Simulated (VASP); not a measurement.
# SiC (F-43m) in VASP: elastic constants with LDA

Aim: the elastic constants of SiC with LDA.

All numbers are computed with VASP 6.6.1; they aren't measurements. Logs are shortened: lines on timing, memory, paths and dates and some standing lists are left out, and cuts for length are marked.

## Step 1: The cell of the first run

It takes space group F-43m (No. 216, cubic). Conventional cell: a = 4.329 Å, b = 4.329 Å, c = 4.329 Å, α = 90.00°, β = 90.00°, γ = 90.00°. Si (site symmetry -43m) has 4 C at 1.87 Å within 2.5 Å. Within 2.5 Å of C (site symmetry -43m) lie 4 Si at 1.87 Å.

## Step 2: Elastic constants, LDA

File INCAR:

```
SYSTEM = SiC
PREC     = Accurate       ! precision mode
ENCUT    = 600            ! plane-wave cutoff, eV
EDIFF    = 1E-8           ! SCF threshold, eV
ISMEAR   = 0              ! smearing method
SIGMA    = 0.01           ! smearing width, eV
LREAL    = .FALSE.        ! projectors in reciprocal space
LASPH    = .TRUE.         ! aspherical terms in the spheres
NELM     = 60             ! most SCF steps
ALGO     = Normal         ! electronic algorithm
ISIF     = 3              ! what is computed and relaxed
LWAVE    = .FALSE.        ! write WAVECAR
LCHARG   = .FALSE.        ! write CHGCAR
GGA      = CA             ! functional
IBRION   = 6              ! ionic algorithm
NFREE    = 2            
POTIM    = 0.015          ! step
NSW      = 1              ! ionic steps
```

File KPOINTS:

```
regular mesh
0
G
  10 10 10
  0 0 0
```

File POSCAR:

```
SiC
1.0
    0.0000000000      2.1644840682      2.1644840682
    2.1644840682      0.0000000000      2.1644840682
    2.1644840682      2.1644840682      0.0000000000
Si C
1 1
Direct
    0.0000000000      0.0000000000      0.0000000000
    0.2500000000      0.2500000000      0.2500000000
```

Potentials or basis: VASP PAW LDA potentials, release 64 (Si, C).

On the command line:

```
> cat potpaw_LDA.64/Si/POTCAR potpaw_LDA.64/C/POTCAR > POTCAR
> mpirun -np 1 vasp_std > vasp.out
```

OUTCAR:

```text
SYSTEM = SiC
   PREC = Accurate
   ENCUT = 600
   EDIFF = 1E-8
   ISMEAR = 0
   LREAL = .FALSE.
   LASPH = .TRUE.
   NELM = 60
   ISIF = 3
   GGA = CA
   IBRION = 6
   NFREE = 2
   POTIM = 0.015
   NSW = 1

 ion  position               nearest neighbor table
   1  0.000  0.000  0.000-   2 1.87   2 1.87   2 1.87   2 1.87
   2  0.250  0.250  0.250-   1 1.87   1 1.87   1 1.87   1 1.87

  LATTYP: Found a face centered cubic cell.
 ALAT       =     4.3289681364

  Lattice vectors:

 A1 = (   0.0000000000,   2.1644840682,   2.1644840682)
 A2 = (   2.1644840682,   0.0000000000,   2.1644840682)
 A3 = (   2.1644840682,   2.1644840682,   0.0000000000)

Analysis of symmetry for initial positions (statically):
=====================================================================
 Subroutine PRICEL returns:
 Original cell was already a primitive cell.

 Routine SETGRP: Setting up the symmetry group for a
 face centered cubic supercell.

 Subroutine GETGRP returns: Found 24 space group operations
 (whereof 24 operations were pure point group operations)
 out of a pool of 48 trial point group operations.

The static configuration has the point symmetry T_d .

Analysis of symmetry for dynamics (positions and initial velocities):
=====================================================================
 Subroutine PRICEL returns:
 Original cell was already a primitive cell.

 Routine SETGRP: Setting up the symmetry group for a
 face centered cubic supercell.

 Subroutine GETGRP returns: Found 24 space group operations
 (whereof 24 operations were pure point group operations)
 out of a pool of 48 trial point group operations.

The dynamic configuration has the point symmetry T_d .

 Subroutine INISYM returns: Found 24 space group operations
 (whereof 24 operations are pure point group operations),
 and found     1 'primitive' translations

----------------------------------------------------------------------------------------

                                     Primitive cell

  volume of cell :      20.2812

  direct lattice vectors                    reciprocal lattice vectors
     0.000000000  2.164484068  2.164484068    -0.231001931  0.231001931  0.231001931
     2.164484068  0.000000000  2.164484068     0.231001931 -0.231001931  0.231001931
     2.164484068  2.164484068  0.000000000     0.231001931  0.231001931 -0.231001931

  length of vectors
     3.061042725  3.061042725  3.061042725     0.400107082  0.400107082  0.400107082

  position of ions in fractional coordinates (direct lattice)
     0.000000000  0.000000000  0.000000000
     0.250000000  0.250000000  0.250000000

  ion indices of the primitive-cell ions
   primitive index   ion index
                 1           1
                 2           2

----------------------------------------------------------------------------------------

 KPOINTS: regular mesh

Automatic generation of k-mesh.
 Grid dimensions read from file:
 generate k-points for:   10   10   10

[... 108 lines left out ...]
  ext. energy  EPLUGINS =         0.00000000
  ---------------------------------------------------
  free energy    TOTEN  =       -16.64462977 eV

  energy without entropy =      -16.64462977  energy(sigma->0) =      -16.64462977

------------------------ aborting loop because EDIFF is reached ----------------------------------------

  FORCE on cell =-STRESS in cart. coord.  units (eV):
  Direction    XX          YY          ZZ          XY          YZ          ZX
  --------------------------------------------------------------------------------------
  -------------------------------------------------------------------------------------
  Total        0.0317922      0.0317922      0.0317922      0.0000000      0.0000000     -0.0000000
  in kB        2.5115287      2.5115287      2.5115287      0.0000000      0.0000000     -0.0000000
  external PRESSURE =       2.5115287 kB  Pullay stress =       0.0000000 kB
[... 89 lines left out ...]
  FREE ENERGIE OF THE ION-ELECTRON SYSTEM (eV)
  ---------------------------------------------------
  free  energy   TOTEN  =       -16.6383845368 eV

  energy  without entropy=      -16.6383845368  energy(sigma->0) =      -16.63838454

[... ionic steps 4 to 14 ...]

--------------------------------------- Ionic step       15  -------------------------------------------

 number of electron       8.0000000 magnetization

------------------------ aborting loop because EDIFF is reached ----------------------------------------
[... 67 lines left out ...]
--------------------------------------- Ionic step       17  -------------------------------------------

 number of electron       8.0000000 magnetization

 Free energy of the ion-electron system (eV)
  ---------------------------------------------------
  ext. energy  EPLUGINS =         0.00000000
  ---------------------------------------------------
  free energy    TOTEN  =       -16.64241495 eV

  energy without entropy =      -16.64241495  energy(sigma->0) =      -16.64241495

 E-fermi :   8.4582     XC(G=0): -11.6420

 val. band max:        8.3615744542   @ k =   0.0000   0.0000   0.0000
 cond. band min:       9.5778086525   @ k =   0.5000   0.5000   0.0000
 fundamental gap:      1.2162341983
 Fermi energy:         8.4581727244

 k-point     1 :       0.0000    0.0000    0.0000
  band No.  band energies     occupation
      1      -7.1825      2.00000
      2       8.2183      2.00000
      3       8.2911      2.00000
      4       8.3616      2.00000
      5      14.8177      0.00000
      6      15.5932      0.00000
      7      15.6220      0.00000
      8      15.6527      0.00000
[... 243 lines left out ...]
 k-point    24 :       0.4000    0.3000    0.0000
  band No.  band energies     occupation
      1      -3.9655      2.00000
      2       2.7116      2.00000
      3       5.1114      2.00000
      4       5.6268      2.00000
      5      11.1043      0.00000
      6      13.8767      0.00000
      7      19.9904      0.00000
      8      20.2839      0.00000

 [... further k-points ...]

------------------------ aborting loop because EDIFF is reached ----------------------------------------

  FORCE on cell =-STRESS in cart. coord.  units (eV):
  Direction    XX          YY          ZZ          XY          YZ          ZX
  --------------------------------------------------------------------------------------
  -------------------------------------------------------------------------------------
  Total        0.0314037      0.0370274      0.0370274      0.0000000      0.1311713      0.0000000
  in kB        2.4808342      2.9250980      2.9250980      0.0000000     10.3622979      0.0000000
  external PRESSURE =       2.7770101 kB  Pullay stress =       0.0000000 kB
[... 17 lines left out ...]
  FREE ENERGIE OF THE ION-ELECTRON SYSTEM (eV)
  ---------------------------------------------------
  free  energy   TOTEN  =       -16.6424149457 eV

  energy  without entropy=      -16.6424149457  energy(sigma->0) =      -16.64241495

 INTERNAL STRAIN TENSORS FROM STRAINED CELLS
 ============================================

 INTERNAL STRAIN TENSOR FOR ION    1 for displacements in x,y,z  (eV/Angst):
          X           Y           Z          XY          YZ          ZX
  --------------------------------------------------------------------------------
  x    -0.00000     0.00000    -0.00000     0.00000     8.74654    -0.00000
  y     0.00000     0.00000    -0.00000     0.00000    -0.00000     8.74611
  z     0.00000     0.00000    -0.00000     8.74602    -0.00000    -0.00000

 INTERNAL STRAIN TENSORS FROM DISPLACED ATOMS
 ============================================

 INTERNAL STRAIN TENSOR FOR ION    1 for displacements in x,y,z  (eV/Angst):
          X           Y           Z          XY          YZ          ZX
  --------------------------------------------------------------------------------
  x     0.00000     0.00000     0.00000     0.00000     8.74148     0.00000
  y     0.00000     0.00000     0.00000     0.00000     0.00000     8.74148
  z     0.00000     0.00000     0.00000     8.74148     0.00000     0.00000

 INTERNAL STRAIN TENSOR FOR ION    2 for displacements in x,y,z  (eV/Angst):
          X           Y           Z          XY          YZ          ZX
  --------------------------------------------------------------------------------
  x     0.00000     0.00000     0.00000     0.00000    -8.74250     0.00000
  y     0.00000     0.00000     0.00000     0.00000     0.00000    -8.74250
  z     0.00000     0.00000     0.00000    -8.74250     0.00000     0.00000

 Eigenvectors and eigenvalues of the dynamical matrix
 ----------------------------------------------------

   1 f  =   23.912483 THz   150.246560 2PiTHz  797.634564 cm-1    98.894038 meV
             X         Y         Z           dx          dy          dz
      0.000000  0.000000  0.000000    -0.547313    0.000000    0.000000
      1.082242  1.082242  1.082242     0.836928    0.000000    0.000000
[... 21 lines left out ...]
   6 f/i=    0.000105 THz     0.000659 2PiTHz    0.003499 cm-1     0.000434 meV
             X         Y         Z           dx          dy          dz
      0.000000  0.000000  0.000000     0.000000    0.000000    0.836928
      1.082242  1.082242  1.082242     0.000000    0.000000    0.547313

--------------------------------------------------------------------------------------------------------

 ELASTIC MODULI CONTR FROM IONIC RELAXATION (kBar)
 Direction    XX          YY          ZZ          XY          YZ          ZX
 --------------------------------------------------------------------------------
 XX           0.0000      0.0000      0.0000      0.0000      0.0000      0.0000
 YY           0.0000      0.0000      0.0000      0.0000      0.0000      0.0000
 ZZ           0.0000      0.0000      0.0000      0.0000      0.0000      0.0000
 XY           0.0000      0.0000      0.0000   -306.7183      0.0000      0.0000
 YZ           0.0000      0.0000      0.0000      0.0000   -306.7183      0.0000
 ZX           0.0000      0.0000      0.0000      0.0000      0.0000   -306.7183
 --------------------------------------------------------------------------------

 TOTAL ELASTIC MODULI (kBar)
 Direction    XX          YY          ZZ          XY          YZ          ZX
 --------------------------------------------------------------------------------
 XX        4025.9354   1424.3037   1424.3037      0.0000      0.0000      0.0000
 YY        1424.3037   4025.9354   1424.3037     -0.0000      0.0000     -0.0000
 ZZ        1424.3037   1424.3037   4025.9354      0.0000     -0.0000     -0.0000
 XY           0.0000     -0.0000      0.0000   2531.2187      0.0000      0.0000
 YZ           0.0000      0.0000     -0.0000      0.0000   2531.2187      0.0000
 ZX           0.0000     -0.0000     -0.0000      0.0000      0.0000   2531.2187
 --------------------------------------------------------------------------------
```

Run time: 6.6 min. Hardware: 1 thread of Intel Xeon 6975P-C, shared host; peak memory 0.24 GiB.

What came out:

```
Elastic constants C11, C12, C44                         : 403, 142, 253 GPa
Voigt bulk modulus                                      : 229 GPa
Highest phonon frequency at Γ, LO-TO splitting left out : 798 cm⁻¹
```

Phonon frequencies in cm⁻¹ (negative: imaginary):
```
              q point        frequencies
(0.000, 0.000, 0.000)  0 0 0 798 798 798
```

Elastic tensor in Voigt notation (GPa, in the Cartesian axes of the cell as first typed):
```
403 142 142   0   0   0
142 403 142   0   0   0
142 142 403   0   0   0
  0   0   0 253   0   0
  0   0   0   0 253   0
  0   0   0   0   0 253
```

Clamped-ion elastic tensor (GPa):
```
403 142 142   0   0   0
142 403 142   0   0   0
142 142 403   0   0   0
  0   0   0 284   0   0
  0   0   0   0 284   0
  0   0   0   0   0 284
```
